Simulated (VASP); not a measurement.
# NaCl (P4/mmm) in VASP: a series of runs

NaCl is run at these levels: PBEsol; tasks: single point.

Everything below comes from runs of VASP 6.6.1. Logs are shortened: lines on timing, memory, paths and dates and some standing lists are left out, and cuts for length are marked.

**1. The cell of the first run**

Symmetry: P4/mmm, No. 123, tetragonal system. Conventional cell: a = 2.860 Å, b = 2.860 Å, c = 2.774 Å, α = 90.00°, β = 90.00°, γ = 90.00°. Na (site symmetry 4/mmm) has 8 Cl at 2.45 Å and 6 Na at 2.77 to 2.86 Å within 3.2 Å. Cl (site symmetry 4/mmm) has 8 Na at 2.45 Å and 6 Cl at 2.77 to 2.86 Å within 3.2 Å.

**2. Single point, PBEsol (zz strain of -3 %)**

INCAR

```
  ALGO = Normal
  EDIFF = 1E-6
  ENCUT = 500
  GGA = PS
  GGA_COMPAT = False
  ISIF = 2
  ISMEAR = -1
  LASPH = True
  LCHARG = True
  LELF = True
  LREAL = False
  LVHAR = True
  LWAVE = False
  NBANDS = 14
  NELM = 120
  PREC = Accurate
  SIGMA = 0.02
```

KPOINTS

```
k-points
0
Gamma
  8 8 8
```

POSCAR

```
NaCl
1.0
    2.8600000000      0.0000000000      0.0000000000
    0.0000000000      2.8600000000      0.0000000000
    0.0000000000      0.0000000000      2.7742000000
Na Cl
1 1
Direct
    0.0000000000      0.0000000000      0.0000000000
    0.5000000000      0.5000000000      0.5000000000
```

Potentials or basis: VASP PAW PBE potentials, release 64 (Na_pv, Cl).

Started as:

```
$ cat potpaw_PBE.64/Na_pv/POTCAR potpaw_PBE.64/Cl/POTCAR > POTCAR
$ mpirun -np 1 vasp_std > vasp.out
```

OUTCAR:

```text
EDIFF = 1E-6
   ENCUT = 500
   GGA = PS
   ISIF = 2
   ISMEAR = -1
   LASPH = True
   LREAL = False
   NELM = 120
   PREC = Accurate

 ion  position               nearest neighbor table
   1  0.000  0.000  0.000-   2 2.45   2 2.45   2 2.45   2 2.45   2 2.45   2 2.45   2 2.45   2 2.45

   2  0.500  0.500  0.500-   1 2.45   1 2.45   1 2.45   1 2.45   1 2.45   1 2.45   1 2.45   1 2.45

  LATTYP: Found a simple tetragonal cell.
 ALAT       =     2.8600000000
 C/A-ratio  =     0.9700000000

  Lattice vectors:

 A1 = (   2.8600000000,   0.0000000000,   0.0000000000)
 A2 = (   0.0000000000,   2.8600000000,   0.0000000000)
 A3 = (   0.0000000000,   0.0000000000,   2.7742000000)

Analysis of symmetry for initial positions (statically):
=====================================================================
 Subroutine PRICEL returns:
 Original cell was already a primitive cell.

 Routine SETGRP: Setting up the symmetry group for a
 simple tetragonal supercell.

 Subroutine GETGRP returns: Found 16 space group operations
 (whereof 16 operations were pure point group operations)
 out of a pool of 16 trial point group operations.

The static configuration has the point symmetry D_4h.

Analysis of symmetry for dynamics (positions and initial velocities):
=====================================================================
 Subroutine PRICEL returns:
 Original cell was already a primitive cell.

 Routine SETGRP: Setting up the symmetry group for a
 simple tetragonal supercell.

 Subroutine GETGRP returns: Found 16 space group operations
 (whereof 16 operations were pure point group operations)
 out of a pool of 16 trial point group operations.

The dynamic configuration has the point symmetry D_4h.

 Subroutine INISYM returns: Found 16 space group operations
 (whereof 16 operations are pure point group operations),
 and found     1 'primitive' translations

----------------------------------------------------------------------------------------

                                     Primitive cell

  volume of cell :      22.6918

  direct lattice vectors                    reciprocal lattice vectors
     2.860000000  0.000000000  0.000000000     0.349650350  0.000000000  0.000000000
     0.000000000  2.860000000  0.000000000     0.000000000  0.349650350  0.000000000
     0.000000000  0.000000000  2.774200000     0.000000000  0.000000000  0.360464278

  length of vectors
[... 91 lines left out ...]
   TEBEG  =    0.0;   TEEND  =   0.0 temperature during run
   PSTRESS=    0.0 pullay stress
   NELECT =      14.0000    total number of electrons
   NUPDOWN=      -1.0000    fix difference up-down
   EMIN   =  10.00;   EMAX   =-10.00  energy-range for DOS
   EFERMI =   0.00;   METHOD = LEGACY
   ISMEAR =    -1;   SIGMA  =   0.02  broadening in eV -4-tet -1-fermi 0-gaus
   EFERMI_NEDOS =   21; number of points for ismear=-14 and -15
   IALGO  =     38    algorithm
   IMIX   =      4    mixing-type and parameters
     AMIX     =   0.40;   BMIX     =  1.00
     AMIX_MAG =   1.60;   BMIX_MAG =  1.00
  volume/ion in A,a.u.               =      11.35        76.57
  Fermi-wavevector in a.u.,A,eV,Ry     =   1.393673  2.633660 26.426930  1.942325
  Thomas-Fermi vector in A             =   2.517296
   LORBIT       =      0    0 simple, 1 ext, 2 COOP (PROOUT), +10 PAW based schemes
   GGA     = PS    functional components
   LHFCALC =     F    Hartree Fock is set to
   AEXX    =    0.0000 exact exchange contribution
   IVDW    =     0    specifies the selected vdW correction
   LEPSILON=     F    determine dielectric tensor
   LRPA    =     F    only Hartree local field effects (RPA)
 non-spin polarized calculation
  energy-cutoff  :      500.00
  volume of cell :       22.69
 maximum number of plane-waves:       595
 NGX is ok and might be reduce to    24
   NGX = 11   NGY = 11   NGZ = 11

 number of electron      14.0000006 magnetization

 Free energy of the ion-electron system (eV)
  ---------------------------------------------------
  ext. energy  EPLUGINS =         0.00000000
  ---------------------------------------------------
  free energy    TOTEN  =        -4.48713306 eV

  energy without entropy =       -4.48713306  energy(sigma->0) =       -4.48713306

 E-fermi :   7.9802     XC(G=0): -11.7246

 val. band max:        7.5031704690   @ k =   0.5000   0.5000   0.0000
 cond. band min:      11.2867798191   @ k =   0.5000   0.5000   0.0000
 fundamental gap:      3.7836093500
 Fermi energy:         7.9801821693

 k-point     1 :       0.0000    0.0000    0.0000
  band No.  band energies     occupation
      1     -15.4960      2.00000
      2     -15.4960      2.00000
      3     -15.4679      2.00000
      4     -10.0678      2.00000
      5       5.7029      2.00000
      6       5.7029      2.00000
      7       6.2788      2.00000
      8      13.3494      0.00000
      9      13.6241      0.00000
     10      14.8118      0.00000
     11      24.6735      0.00000
     12      25.3959      0.00000
     13      25.3959      0.00000
     14      29.6930      0.00000
[... 377 lines left out ...]
      1     -15.9226      2.00000
      2     -15.5005      2.00000
      3     -15.4792      2.00000
      4      -8.1215      2.00000
      5       0.3621      2.00000
      6       5.3284      2.00000
      7       5.7861      2.00000
      8      16.9035      0.00000
      9      17.3768      0.00000
     10      17.6273      0.00000
     11      18.3737      0.00000
     12      23.2089      0.00000
     13      24.0288      0.00000
     14      25.0736      0.00000

 [... further k-points ...]

------------------------ aborting loop because EDIFF is reached ----------------------------------------

  FORCE on cell =-STRESS in cart. coord.  units (eV):
  Direction    XX          YY          ZZ          XY          YZ          ZX
  --------------------------------------------------------------------------------------
  -------------------------------------------------------------------------------------
  Total        9.2319211      9.2319211     10.4480974      0.0000000     -0.0000000     -0.0000000
  in kB      651.8277301    651.8277301    737.6969074      0.0000000     -0.0000000     -0.0000000
  external PRESSURE =     680.4507892 kB  Pullay stress =       0.0000000 kB

 VOLUME and BASIS-vectors are now :
 -----------------------------------------------------------------------------
  energy-cutoff  :      500.00
  volume of cell :       22.69
      direct lattice vectors                 reciprocal lattice vectors
     2.860000000  0.000000000  0.000000000     0.349650350  0.000000000  0.000000000
     0.000000000  2.860000000  0.000000000     0.000000000  0.349650350  0.000000000
     0.000000000  0.000000000  2.774200000     0.000000000  0.000000000  0.360464278

 POSITION                                       TOTAL-FORCE (eV/Angst)
 -----------------------------------------------------------------------------------
      0.00000      0.00000      0.00000         0.000000      0.000000      0.000000
      1.43000      1.43000      1.38710         0.000000      0.000000      0.000000
 -----------------------------------------------------------------------------------
    total drift:                                0.000000     -0.000000     -0.000000

  FREE ENERGIE OF THE ION-ELECTRON SYSTEM (eV)
  ---------------------------------------------------
  free  energy   TOTEN  =        -4.4871330554 eV

  energy  without entropy=       -4.4871330554  energy(sigma->0) =       -4.48713306
```

OSZICAR:

```text
N       E                     dE             d eps       ncg     rms          rms(c)
DAV:   1     0.103847647038E+03    0.10385E+03   -0.70498E+03  2132   0.120E+03
DAV:   2     0.698288905877E+00   -0.10315E+03   -0.94481E+02  2456   0.320E+02
DAV:   3    -0.472924324501E+01   -0.54275E+01   -0.53979E+01  2658   0.651E+01
DAV:   4    -0.478713530252E+01   -0.57892E-01   -0.57869E-01  2448   0.689E+00
DAV:   5    -0.478792421212E+01   -0.78891E-03   -0.78888E-03  2714   0.849E-01    0.642E+00
DAV:   6    -0.454072984092E+01    0.24719E+00   -0.20847E-01  3018   0.697E+00    0.415E+00
DAV:   7    -0.448941005127E+01    0.51320E-01   -0.11802E-01  3146   0.420E+00    0.172E+00
DAV:   8    -0.448724709251E+01    0.21630E-02   -0.95333E-03  2454   0.118E+00    0.237E-01
DAV:   9    -0.448713033914E+01    0.11675E-03   -0.28823E-04  2808   0.320E-01    0.460E-02
DAV:  10    -0.448713267758E+01   -0.23384E-05   -0.24762E-05  2708   0.104E-01    0.783E-03
DAV:  11    -0.448713305542E+01   -0.37783E-06   -0.45412E-06  2592   0.264E-02
   1 F= -.44871331E+01 E0= -.44871331E+01  d E =-.858533E-13
```

stdout:

```text
POSCAR found type information on POSCAR NaCl
 POSCAR found :  2 types and       2 ions
 scaLAPACK will be used
 -----------------------------------------------------------------------------
|                                                                             |
|                                                                             |
|     You enforced a specific xc type in the INCAR file but a different       |
|     I HOPE YOU KNOW WHAT YOU ARE DOING!                                     |
|                                                                             |
 -----------------------------------------------------------------------------

 LDA part: xc-table for (Slater+PW92), standard interpolation
 POSCAR, INCAR and KPOINTS ok, starting setup
 FFT: planning ... GRIDC
 FFT: planning ... GRID_SOFT
 FFT: planning ... GRID
 WAVECAR not read
 entering main loop
```

Wall time 18 s (1 thread of AMD EPYC 7R43 (Zen 3), shared host); peak memory 0.1 GiB.

Results:

```
Free energy            : -4.4871 eV
Pressure               : 68.0 GPa
Band gap on the k mesh : 3.78 eV, direct
```

Caveat: the cell differs from its parent crystal (zz strain of -3 %); the PAW data sets were made with another functional, which shifts forces and pressure a little.

**3. Single point, PBEsol (zz strain of +2 %)**

INCAR

```
SYSTEM = NaCl
PREC = Accurate
ENCUT = 500
EDIFF = 1E-6
ISMEAR = -1
SIGMA = 0.02
LREAL = .False.
LASPH = .True.
NELM = 120
ALGO = Normal
ISIF = 2
LWAVE = .False.
LCHARG = .True.
GGA = PS
LELF = .True.
LVHAR = .True.
NBANDS = 14
GGA_COMPAT = .False.
```

KPOINTS

```
regular mesh
0
Gamma
  8 8 8
  0 0 0
```

POSCAR, as its differences from that of step 2:

```diff
@@ -4,3 +4,3 @@
     0.0000000000      2.8600000000      0.0000000000
-    0.0000000000      0.0000000000      2.7742000000
+    0.0000000000      0.0000000000      2.9172000000
 Na Cl
```

Potentials or basis: VASP PAW PBE potentials, release 64 (Na_pv, Cl).

Started as:

```
$ cat potpaw_PBE.64/Na_pv/POTCAR potpaw_PBE.64/Cl/POTCAR > POTCAR
$ mpirun -np 1 vasp_std > vasp.out
```

Wall time 19 s (1 thread of AMD EPYC 7R43 (Zen 3), shared host); peak memory 0.11 GiB.

It converged, with:

| Item | Value |
| --- | --- |
| Free energy | -4.9438 eV |
| Pressure | 55.4 GPa |
| Band gap on the k mesh | 4.19 eV, direct |

Stress tensor (GPa, compression positive):
```
56.94  0.00  0.00
 0.00 56.94  0.00
 0.00  0.00 52.18
```

Levels at points of the mesh, in eV from the valence-band top:
```tsv
k point	band 5	band 6	band 7	band 8	band 9	band 10
(0.00, 0.00, 0.00)	-1.56	-1.21	-1.21	6.32	6.65	7.02
(0.50, 0.00, 0.00)	-6.92	-1.05	-0.71	8.78	9.26	12.24
(0.50, 0.50, 0.00)	-5.35	-5.35	-0.24	4.21	10.35	12.36
(0.00, 0.00, 0.50)	-6.89	-0.79	-0.79	8.95	9.16	12.74
(0.50, 0.00, 0.50)	-5.46	-5.29	0.00	4.19	10.59	12.77
(0.50, 0.50, 0.50)	-4.83	-4.83	-4.68	6.03	6.15	6.15
```

Caveat: the cell differs from its parent crystal (zz strain of +2 %); the PAW data sets were made with another functional, which shifts forces and pressure a little.
